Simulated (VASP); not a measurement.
Write the native input for VASP 6.6.1 that does the following.

| Item | Value |
| --- | --- |
| Task | single point |
| Functional | PBEsol |
| Potentials or basis | VASP PAW PBE potentials, release 64 (Cs_sv, Sn_d, I) |
| Cutoff | 520 eV |
| k mesh | 4 × 4 × 4 |
| Occupations | fermi-dirac, width 0.02 eV |
| Spin | no spin polarisation |
| Dipole correction | no |
| Further INCAR settings | ALGO = Normal; EDIFF = 1e-07; NBANDS = 30 |

The structure of CsSnI3 lies in POSCAR:

```
CsSnI3
1.0
    6.1568231654      0.0000000000      0.0000000000
    0.0000000000      6.1568231654      0.0000000000
    0.0000000000      0.0000000000      6.1568231654
Cs Sn I
1 1 3
Direct
    0.0000000000      0.0000000000      0.0000000000
    0.5000000000      0.5000000000      0.5000000000
    0.0000000000      0.5000000000      0.5000000000
    0.5000000000      0.0000000000      0.5000000000
    0.5000000000      0.5000000000      0.0000000000
```

These files were run (other wordings do the same):

INCAR

```
ALGO = Normal
EDIFF = 1E-7
ENCUT = 520
GGA = PS
ISIF = 2
ISMEAR = -1
LASPH = True
LCHARG = False
LREAL = False
LWAVE = False
NBANDS = 30
NELM = 80
PREC = Accurate
SIGMA = 0.02
```

KPOINTS

```
k-points
0
Gamma
  4 4 4
```

Potentials or basis: VASP PAW PBE potentials, release 64 (Cs_sv, Sn_d, I).

Run with:

```console
$ cat potpaw_PBE.64/Cs_sv/POTCAR potpaw_PBE.64/Sn_d/POTCAR potpaw_PBE.64/I/POTCAR > POTCAR
$ mpirun -np 1 vasp_std > vasp.out
```

It gave:

The pressure is 0.0 GPa. The band gap on the k mesh is 0.14 eV.

Caveat: semilocal functionals underestimate gaps, and a narrow one can read as zero; the PAW data sets were made with another functional, which shifts forces and pressure a little; spin-orbit coupling is left out, which moves the levels of the heavy elements.

Run time: 77 s on 1 thread of Intel(R) Xeon(R) Platinum 8375C CPU @ 2.90GHz (Ice Lake), on a shared host, peak memory 0.35 GiB.
